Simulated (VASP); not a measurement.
Here is a VASP 6.6.1 calculation.

Contents of INCAR:

```
SYSTEM = CdTe
PREC = Accurate
ENCUT = 520
EDIFF = 1E-7
ISMEAR = 0
SIGMA = 0.05
LREAL = .False.
LASPH = .True.
NELM = 100
ALGO = Normal
ISIF = 2
LWAVE = .False.
LCHARG = .False.
GGA = RE
NBANDS = 16
```

Contents of KPOINTS:

```
Automatic mesh
0
Gamma
  6 6 6
  0 0 0
```

Contents of POSCAR:

```
CdTe
1.0
    0.0000000000      3.3465530283      3.3465530283
    3.3465530283      0.0000000000      3.3465530283
    3.3465530283      3.3465530283      0.0000000000
Cd Te
1 1
Direct
    0.0000000000      0.0000000000      0.0000000000
    0.2500000000      0.2500000000      0.2500000000
```

Potentials or basis: VASP PAW PBE potentials, release 64 (Cd, Te).

Command:

```bash
$ cat potpaw_PBE.64/Cd/POTCAR potpaw_PBE.64/Te/POTCAR > POTCAR
$ mpirun -np 1 vasp_std > vasp.out
```

(1) What does it give for the pressure?

(2) What does it give for the band gap on the k mesh?

Answers

(1) 0.1 GPa.

(2) 0.59 eV, direct.

Caveat: the PAW data sets were made with another functional, which shifts forces and pressure a little; spin-orbit coupling is left out, which moves the levels of the heavy elements.
